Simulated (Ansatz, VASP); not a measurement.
## One calculation of CsBe2Se4, two programs

Contents of INCAR:

```
SYSTEM = CsBe2Se4
PREC = Accurate
ENCUT = 520
EDIFF = 1E-6
ISMEAR = 0
SIGMA = 0.1
LREAL = .FALSE.
LASPH = .TRUE.
NELM = 80
ALGO = Normal
ISIF = 2
LWAVE = .FALSE.
LCHARG = .TRUE.
GGA = PE
LELF = .TRUE.
LVHAR = .TRUE.
NBANDS = 28
```

The input KPOINTS:

```
Automatic mesh
0
G
  3 3 4
  0 0 0
```

Contents of POSCAR:

```
CsBe2Se4
1.0
    6.0894213500      0.0000000000      0.0000000000
   -3.0447106700      5.2735935800      0.0000000000
    0.0000000000      0.0000000000      6.3229944900
Cs Be Se
1 2 4
Direct
    0.0000000000      0.0000000000      0.0000000000
    0.3333333300      0.6666666700      0.5000000000
    0.6666666700      0.3333333300      0.5000000000
    0.3333333300      0.6666666700      0.1793491500
    0.6666666700      0.3333333300      0.1793491500
    0.6666666700      0.3333333300      0.8206508500
    0.3333333300      0.6666666700      0.8206508500
```

Input for Ansatz:

```yaml
crystal:
  lattice:
    - [6.08942135, 0.0, 0.0]
    - [-3.04471067, 5.27359358, 0.0]
    - [0.0, 0.0, 6.32299449]
  atoms:
    - { symbol: Cs, position: [0.0, 0.0, 0.0] }
    - { symbol: Be, position: [0.33333333, 0.66666667, 0.5] }
    - { symbol: Be, position: [0.66666667, 0.33333333, 0.5] }
    - { symbol: Se, position: [0.33333333, 0.66666667, 0.17934915] }
    - { symbol: Se, position: [0.66666667, 0.33333333, 0.17934915] }
    - { symbol: Se, position: [0.66666667, 0.33333333, 0.82065085] }
    - { symbol: Se, position: [0.33333333, 0.66666667, 0.82065085] }
basis:
  ecutwfc: 420
kpoints:
  mp_grid: { grid: [3, 3, 4] }
hamiltonian:
  xc: pbe
scf:
  occupations: { method: gaussian, width: 0.1 }
  lower_state_search: "off"
output:
  forces: true
  stress: true
  eigenvalues: true
```

Alike in both runs: task single point; functional PBE; k mesh 3 × 3 × 4; occupations gaussian, width 0.1 eV; no spin polarisation.

|  | VASP | Ansatz |
| --- | --- | --- |
| version | VASP 6.6.1 | Ansatz 0.2.0 |
| potentials or method | VASP PAW PBE potentials, release 64 (Cs_sv, Be, Se), cutoff 520 eV | scalar-relativistic, plane waves, PAW |
| valence electrons in the cell | 37 | 77 |

VASP gave:

- gap on the k mesh at the Fermi level (eV): none
- pressure (GPa): 7.7
- traceless stress, the component that is largest in VASP (GPa): 11.91
- rms of the force components (eV/Å): 1.426

Problem. Estimate Ansatz's values.

Solution. gap on the k mesh at the Fermi level (eV): none; pressure (GPa): 7.6; traceless stress, the component that is largest in VASP (GPa): 11.79; rms of the force components (eV/Å): 1.418.

Atom by atom the forces differ by 0.008 eV/Å (rms over components). A gap of «none» marks a metal or a gap that the smearing closes. VASP's potentials hold 37 valence electrons a cell and Ansatz's 77, so a difference there can come from the potentials and not from the codes.

The k mesh is coarse, so the values compare programs but aren't converged. Spin-orbit coupling is off throughout.
